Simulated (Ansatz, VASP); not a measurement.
**Two plane-wave programs on BP2**

```xyz
6
Lattice="-2.2253 2.2253 3.9977 2.2253 -2.2253 3.9977 2.2253 2.2253 -3.9977" Properties=species:S:1:pos:R:3 pbc="T T T"
B     0.0000    0.0000    0.0000
B     0.0000    2.2253    1.9989
P     1.2609    1.1127    0.9994
P     1.1127    3.1897   -0.9994
P     0.9644    1.1127    4.9972
P     1.1127   -0.9644    2.9983
```

Alike in both runs: functional PBE; k mesh 12 × 12 × 12; occupations gaussian, width 0.1 eV; no spin polarisation.

Ansatz relaxed the structure, and its values are those at the end. VASP's run is a single point on that final structure, the one shown.

|  | VASP | Ansatz |
| --- | --- | --- |
| version | VASP 6.6.1 | Ansatz 0.2.0 |
| potentials or method | VASP PAW PBE potentials, release 64 (B, P), cutoff 520 eV | scalar-relativistic, plane waves, PAW |
| valence electrons in the cell | 26 | 26 |

Ansatz gave:

```
gap on the k mesh at the Fermi level (eV) : none
pressure (GPa)                            : 0.0
rms of the force components (eV/Å)        : 0.002
```

Problem. Estimate VASP's values.

Solution. gap on the k mesh at the Fermi level (eV): none; pressure (GPa): -0.2; rms of the force components (eV/Å): 0.009.

A gap of «none» marks a metal or a gap that the smearing closes. With one functional, cell and mesh, what is left measures potentials, basis and numerics.
